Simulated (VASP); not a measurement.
# FeCo (Pm-3m) in VASP: equation of state with LDA+U

Aim: the equation of state of FeCo with LDA+U.

Program: VASP 6.6.1. These are calculated values, not measurements. Logs are shortened: lines on timing, memory, paths and dates and some standing lists are left out, and cuts for length are marked.

## (1) The cell of the first run

Symmetry: Pm-3m, No. 221, cubic system. The conventional cell has a = 2.857 Å, b = 2.857 Å, c = 2.857 Å, α = 90.00°, β = 90.00°, γ = 90.00°. Co (site symmetry m-3m) has 8 Fe at 2.47 Å and 6 Co at 2.86 Å within 3.3 Å. Fe (site symmetry m-3m) has 8 Co at 2.47 Å and 6 Fe at 2.86 Å within 3.3 Å.

## (2) Equation of state, LDA+U, collinear spin, ferrimagnetic start

The input, POSCAR.step1:

```
FeCo
1.0
    2.7685818735      0.0000000000      0.0000000000
    0.0000000000      2.7685818735      0.0000000000
    0.0000000000      0.0000000000      2.7685818735
Co Fe
1 1
Direct
    0.0000000000      0.0000000000      0.0000000000
    0.5000000000      0.5000000000      0.5000000000
```

The input, POSCAR.step2:

```
FeCo
1.0
    2.7986775126      0.0000000000      0.0000000000
    0.0000000000      2.7986775126      0.0000000000
    0.0000000000      0.0000000000      2.7986775126
Co Fe
1 1
Direct
    0.0000000000      0.0000000000      0.0000000000
    0.5000000000      0.5000000000      0.5000000000
```

The input, POSCAR.step3:

```
FeCo
1.0
    2.8281394410      0.0000000000      0.0000000000
    0.0000000000      2.8281394410      0.0000000000
    0.0000000000      0.0000000000      2.8281394410
Co Fe
1 1
Direct
    0.0000000000      0.0000000000      0.0000000000
    0.5000000000      0.5000000000      0.5000000000
```

The input, POSCAR.step4:

```
FeCo
1.0
    2.8570000000      0.0000000000      0.0000000000
    0.0000000000      2.8570000000      0.0000000000
    0.0000000000      0.0000000000      2.8570000000
Co Fe
1 1
Direct
    0.0000000000      0.0000000000      0.0000000000
    0.5000000000      0.5000000000      0.5000000000
```

The input, POSCAR.step5:

```
FeCo
1.0
    2.8852889685      0.0000000000      0.0000000000
    0.0000000000      2.8852889685      0.0000000000
    0.0000000000      0.0000000000      2.8852889685
Co Fe
1 1
Direct
    0.0000000000      0.0000000000      0.0000000000
    0.5000000000      0.5000000000      0.5000000000
```

The input, POSCAR.step6:

```
FeCo
1.0
    2.9130338337      0.0000000000      0.0000000000
    0.0000000000      2.9130338337      0.0000000000
    0.0000000000      0.0000000000      2.9130338337
Co Fe
1 1
Direct
    0.0000000000      0.0000000000      0.0000000000
    0.5000000000      0.5000000000      0.5000000000
```

The input, POSCAR.step7:

```
FeCo
1.0
    2.9402600270      0.0000000000      0.0000000000
    0.0000000000      2.9402600270      0.0000000000
    0.0000000000      0.0000000000      2.9402600270
Co Fe
1 1
Direct
    0.0000000000      0.0000000000      0.0000000000
    0.5000000000      0.5000000000      0.5000000000
```

The input, INCAR:

```
ALGO = Normal
EDIFF = 1E-7
ENCUT = 710
GGA = CA
GGA_COMPAT = F
ISIF = 2
ISMEAR = -1
ISPIN = 2
KPAR = 4
LASPH = T
LCHARG = F
LDAU = T
LDAUJ = 0 0
LDAUL = 2 2
LDAUTYPE = 2
LDAUU = 6 5
LMAXMIX = 4
LORBIT = 11
LREAL = F
LWAVE = F
MAGMOM = 2 -3
NELM = 200
NSW = 0
PREC = Accurate
SIGMA = 0.02
```

The input, KPOINTS:

```
Automatic mesh
0
Gamma
  18 18 18
  0 0 0
```

Potentials or basis: VASP PAW LDA potentials, release 64 (Co, Fe).

Started as:

```
> cat potpaw_LDA.64/Co/POTCAR potpaw_LDA.64/Fe/POTCAR > POTCAR
> cp POSCAR.step1 POSCAR
> mpirun -np 4 vasp_std > vasp.out
> cp POSCAR.step2 POSCAR
> mpirun -np 4 vasp_std > vasp.out
> cp POSCAR.step3 POSCAR
> mpirun -np 4 vasp_std > vasp.out
> cp POSCAR.step4 POSCAR
> mpirun -np 4 vasp_std > vasp.out
> cp POSCAR.step5 POSCAR
> mpirun -np 4 vasp_std > vasp.out
> cp POSCAR.step6 POSCAR
> mpirun -np 4 vasp_std > vasp.out
> cp POSCAR.step7 POSCAR
> mpirun -np 4 vasp_std > vasp.out
```

OUTCAR:

```text
EDIFF = 1E-7
   ENCUT = 710
   GGA = CA
   ISIF = 2
   ISMEAR = -1
   ISPIN = 2
   LASPH = T
   LORBIT = 11
   LREAL = F
   NELM = 200
   NSW = 0
   PREC = Accurate

 ion  position               nearest neighbor table
   1  0.000  0.000  0.000-   2 2.55   2 2.55   2 2.55   2 2.55   2 2.55   2 2.55   2 2.55   2 2.55

   2  0.500  0.500  0.500-   1 2.55   1 2.55   1 2.55   1 2.55   1 2.55   1 2.55   1 2.55   1 2.55

  LATTYP: Found a simple cubic cell.
 ALAT       =     2.9402600270

  Lattice vectors:

 A1 = (   2.9402600270,   0.0000000000,   0.0000000000)
 A2 = (   0.0000000000,   2.9402600270,   0.0000000000)
 A3 = (   0.0000000000,   0.0000000000,   2.9402600270)

Analysis of symmetry for initial positions (statically):
=====================================================================
 Subroutine PRICEL returns:
 Original cell was already a primitive cell.

 Routine SETGRP: Setting up the symmetry group for a
 simple cubic supercell.

 Subroutine GETGRP returns: Found 48 space group operations
 (whereof 48 operations were pure point group operations)
 out of a pool of 48 trial point group operations.

The static configuration has the point symmetry O_h .

Analysis of symmetry for dynamics (positions and initial velocities):
=====================================================================
 Subroutine PRICEL returns:
 Original cell was already a primitive cell.

 Routine SETGRP: Setting up the symmetry group for a
 simple cubic supercell.

 Subroutine GETGRP returns: Found 48 space group operations
 (whereof 48 operations were pure point group operations)
 out of a pool of 48 trial point group operations.

The dynamic configuration has the point symmetry O_h .

Analysis of structural, dynamic, and magnetic symmetry:
=====================================================================
 Subroutine PRICEL returns:
 Original cell was already a primitive cell.

 Routine SETGRP: Setting up the symmetry group for a
 simple cubic supercell.

 Subroutine GETGRP returns: Found 48 space group operations
 (whereof 48 operations were pure point group operations)
 out of a pool of 48 trial point group operations.

The overall configuration has the point symmetry O_h .

 Subroutine INISYM returns: Found 48 space group operations
 (whereof 48 operations are pure point group operations),
 and found     1 'primitive' translations

----------------------------------------------------------------------------------------

                                     Primitive cell

  volume of cell :      25.4189

  direct lattice vectors                    reciprocal lattice vectors
     2.940260027  0.000000000  0.000000000     0.340105974  0.000000000  0.000000000
     0.000000000  2.940260027  0.000000000     0.000000000  0.340105974  0.000000000
     0.000000000  0.000000000  2.940260027     0.000000000  0.000000000  0.340105974

  length of vectors
     2.940260027  2.940260027  2.940260027     0.340105974  0.340105974  0.340105974

  position of ions in fractional coordinates (direct lattice)
     0.000000000  0.000000000  0.000000000
     0.500000000  0.500000000  0.500000000

  ion indices of the primitive-cell ions
   primitive index   ion index
                 1           1
                 2           2

----------------------------------------------------------------------------------------

 KPOINTS: Automatic mesh

Automatic generation of k-mesh.
 Grid dimensions read from file:
 generate k-points for:   18   18   18

 Generating k-lattice:

  Cartesian coordinates                     Fractional coordinates (reciprocal lattice)
     0.018894776  0.000000000  0.000000000     0.055555556  0.000000000  0.000000000
     0.000000000  0.018894776  0.000000000     0.000000000  0.055555556  0.000000000
     0.000000000  0.000000000  0.018894776     0.000000000  0.000000000  0.055555556

  Length of vectors
     0.018894776  0.018894776  0.018894776

  Shift w.r.t. Gamma in fractional coordinates (k-lattice)
     0.000000000  0.000000000  0.000000000

 Subroutine IBZKPT returns following result:
 ===========================================

 Found    220 irreducible k-points:

 Following reciprocal coordinates:
            Coordinates               Weight
  0.000000  0.000000  0.000000      1.000000
  0.055556  0.000000  0.000000      6.000000
  0.111111  0.000000  0.000000      6.000000
  0.166667  0.000000  0.000000      6.000000
  0.222222  0.000000  0.000000      6.000000
  0.277778  0.000000  0.000000      6.000000
[... 16 lines left out ...]
  0.277778  0.111111  0.000000     24.000000
  0.333333  0.111111  0.000000     24.000000
 [... further k-points ...]
   k-points           NKPTS =    220   k-points in BZ     NKDIM =    220   number of bands    NBANDS=     13
   number of dos      NEDOS =    301   number of ions     NIONS =      2
   total plane-waves  NPLWV =  21952
   dimension x,y,z NGX =    28 NGY =   28 NGZ =   28
   dimension x,y,z NGXF=    56 NGYF=   56 NGZF=   56
   ions per type =               1   1
   NGX,Y,Z   is equivalent  to a cutoff of  15.83, 15.83, 15.83 a.u.
   NGXF,Y,Z  is equivalent  to a cutoff of  31.66, 31.66, 31.66 a.u.
 SYSTEM =  unknown system
   PREC   = accura    normal or accurate (medium, high low for compatibility)
   ISTART =      0    job   : 0-new  1-cont  2-samecut
   ICHARG =      2    charge: 1-file 2-atom 10-const
   ISPIN  =      2    spin polarized calculation?
   LNONCOLLINEAR =      F non collinear calculations
   LSORBIT =      F    spin-orbit coupling
   LASPH  =      T    aspherical Exc in radial PAW
   ENCUT  =  710.0 eV  52.18 Ry    7.22 a.u.   6.39  6.39  6.39*2*pi/ulx,y,z
   NELM   =    200;   NELMIN=  2; NELMDL=  0     # of ELM steps
   EDIFF  = 0.1E-06   stopping-criterion for ELM
   LREAL  =      F    real-space projection
   EDIFFG = 0.1E-05   stopping-criterion for IOM
   NSW    =      0    number of steps for IOM
   IBRION =     -1    ionic relax: 0-MD 1-quasi-New 2-CG
   NFREE  =      0    steps in history (QN), initial steepest desc. (CG)
   ISIF   =      2    stress and relaxation
   ISYM   =      2    0-nonsym 1-usesym 2-fastsym
   POTIM  = 0.5000    time-step for ionic-motion
   TEBEG  =    0.0;   TEEND  =   0.0 temperature during run

   SCALEE = 1.0000    scale energy and forces
   PSTRESS=    0.0 pullay stress
   NELECT =      17.0000    total number of electrons
   NUPDOWN=      -1.0000    fix difference up-down
   EMIN   =  10.00;   EMAX   =-10.00  energy-range for DOS
   EFERMI =   0.00;   METHOD = LEGACY
   ISMEAR =    -1;   SIGMA  =   0.02  broadening in eV -4-tet -1-fermi 0-gaus
   EFERMI_NEDOS =   21; number of points for ismear=-14 and -15
   IALGO  =     38    algorithm
   IMIX   =      4    mixing-type and parameters
     AMIX     =   0.40;   BMIX     =  1.00
     AMIX_MAG =   1.60;   BMIX_MAG =  1.00
  volume/ion in A,a.u.               =      12.71        85.77
  Fermi-wavevector in a.u.,A,eV,Ry     =   1.431656  2.705438 27.887037  2.049639
  Thomas-Fermi vector in A             =   2.551369
   LORBIT       =     11    0 simple, 1 ext, 2 COOP (PROOUT), +10 PAW based schemes
 LDA+U is selected, type is set to LDAUTYPE =  2
   angular momentum for each species LDAUL =     2    2
   U (eV)           for each species LDAUU =   6.0  5.0
   J (eV)           for each species LDAUJ =   0.0  0.0
   GGA     = CA    functional components
   LHFCALC =     F    Hartree Fock is set to
   AEXX    =    0.0000 exact exchange contribution
   IVDW    =     0    specifies the selected vdW correction
   LEPSILON=     F    determine dielectric tensor
   LRPA    =     F    only Hartree local field effects (RPA)

   CSHIFT  =0.1000    complex shift for real part using Kramers Kronig

   OMEGAMAX=  -1.0    maximum frequency
 spin polarized calculation
  energy-cutoff  :      710.00
  volume of cell :       25.42
 maximum number of plane-waves:      1108
 NGX is ok and might be reduce to    28
   NGX = 13   NGY = 13   NGZ = 13

 number of electron      17.0000005 magnetization      -1.3475072

 Free energy of the ion-electron system (eV)
  ---------------------------------------------------
  ext. energy  EPLUGINS =         0.00000000
  ---------------------------------------------------
  free energy    TOTEN  =        -8.64860460 eV

  energy without entropy =       -8.64650745  energy(sigma->0) =       -8.64755602

 E-fermi :   7.1448     XC(G=0): -12.7435

 val. band max:        7.1372390128   @ k =   0.2778   0.1667   0.0556
 cond. band min:       7.1487088244   @ k =   0.2222   0.2222   0.1667
 fundamental gap:      0.0114698117
 Fermi energy:         7.1447578185

 spin component 1

 k-point     1 :       0.0000    0.0000    0.0000
  band No.  band energies     occupation
      1      -1.5426      1.00000
      2       1.0077      1.00000
      3       1.0077      1.00000
      4       3.4430      1.00000
      5       3.4430      1.00000
      6       3.4430      1.00000
      7       7.8765      0.00000
      8       7.8765      0.00000
      9       7.8766      0.00000
     10       8.0883      0.00000
     11       8.0885      0.00000
     12      15.3957      0.00000
     13      15.3957      0.00000
[... 353 lines left out ...]
 k-point    24 :       0.3333    0.1111    0.0000
  band No.  band energies     occupation
      1       0.4466      1.00000
      2       1.3348      1.00000
      3       1.7643      1.00000
      4       3.1874      1.00000
      5       3.1997      1.00000
      6       3.5430      1.00000
      7       6.4048      1.00000
      8       7.0470      0.99251
      9       7.2190      0.02386
     10       7.7088      0.00000
     11       8.0000      0.00000
     12      10.9667      0.00000
     13      16.7786      0.00000

 [... further k-points ...]

 spin component 2

 k-point     1 :       0.0000    0.0000    0.0000
  band No.  band energies     occupation
      1      -1.6103      1.00000
      2       0.6609      1.00000
      3       0.6609      1.00000
      4       2.1344      1.00000
      5       2.1344      1.00000
      6       2.1344      1.00000
      7       5.0323      1.00000
      8       5.0324      1.00000
      9       5.0324      1.00000
     10       8.6966      0.00000
     11       8.6968      0.00000
     12      15.2708      0.00000
     13      15.2708      0.00000
[... 353 lines left out ...]
 k-point    24 :       0.3333    0.1111    0.0000
  band No.  band energies     occupation
      1       0.2579      1.00000
      2       0.9495      1.00000
      3       1.4416      1.00000
      4       1.9389      1.00000
      5       2.1571      1.00000
      6       2.3580      1.00000
      7       4.1526      1.00000
      8       4.2743      1.00000
      9       4.8450      1.00000
     10       6.9821      0.99971
     11       8.6056      0.00000
     12      11.1806      0.00000
     13      16.3315      0.00000

 [... further k-points ...]
[... 5 lines left out ...]
  --------------------------------------------------------------------------------------
  -------------------------------------------------------------------------------------
  Total       -0.4706549     -0.4706549     -0.4706549      0.0000000      0.0000000      0.0000000
  in kB      -29.6657923    -29.6657923    -29.6657923      0.0000000      0.0000000      0.0000000
  external PRESSURE =     -29.6657923 kB  Pullay stress =       0.0000000 kB

 VOLUME and BASIS-vectors are now :
 -----------------------------------------------------------------------------
  energy-cutoff  :      710.00
  volume of cell :       25.42
      direct lattice vectors                 reciprocal lattice vectors
     2.940260027  0.000000000  0.000000000     0.340105974  0.000000000  0.000000000
     0.000000000  2.940260027  0.000000000     0.000000000  0.340105974  0.000000000
     0.000000000  0.000000000  2.940260027     0.000000000  0.000000000  0.340105974

 POSITION                                       TOTAL-FORCE (eV/Angst)
 -----------------------------------------------------------------------------------
      0.00000      0.00000      0.00000         0.000000      0.000000      0.000000
      1.47013      1.47013      1.47013         0.000000      0.000000      0.000000
 -----------------------------------------------------------------------------------
    total drift:                                0.000000      0.000000      0.000000

  FREE ENERGIE OF THE ION-ELECTRON SYSTEM (eV)
  ---------------------------------------------------
  free  energy   TOTEN  =        -8.6486045969 eV

  energy  without entropy=       -8.6465074500  energy(sigma->0) =       -8.64755602

 total charge

# of ion       s       p       d       tot
------------------------------------------
    1        0.471   0.463   7.346   8.279
    2        0.461   0.464   6.116   7.042
--------------------------------------------------
tot          0.932   0.927  13.462  15.321

 magnetization (x)

# of ion       s       p       d       tot
------------------------------------------
    1        0.043   0.073   1.762   1.877
    2       -0.027  -0.021  -3.257  -3.305
--------------------------------------------------
tot          0.016   0.051  -1.495  -1.428
```

Run time: 6.6 min. Hardware: 4 MPI ranks of AMD EPYC 9R45 (Zen 5), shared host; peak memory 0.29 GiB.

Results:

```yaml
Equilibrium_volume: "10.93 Å³/atom (rough: see the caveat)"
Bulk_modulus: 2404 GPa (rough)
```

Energy against volume, from the lowest point:
```
volume (Å³/atom)  energy (meV/atom)
          10.611             397.46
          10.960             395.00
          11.310             406.72
          11.660             430.25
          12.010             463.86
          12.360             505.96
          12.709               0.00
```

Caveat: the fit is doubtful: noisy points or a state that changes with volume; the U is typed as a test and isn't derived for this compound. The state reached can hang on the start; a lower one may exist.
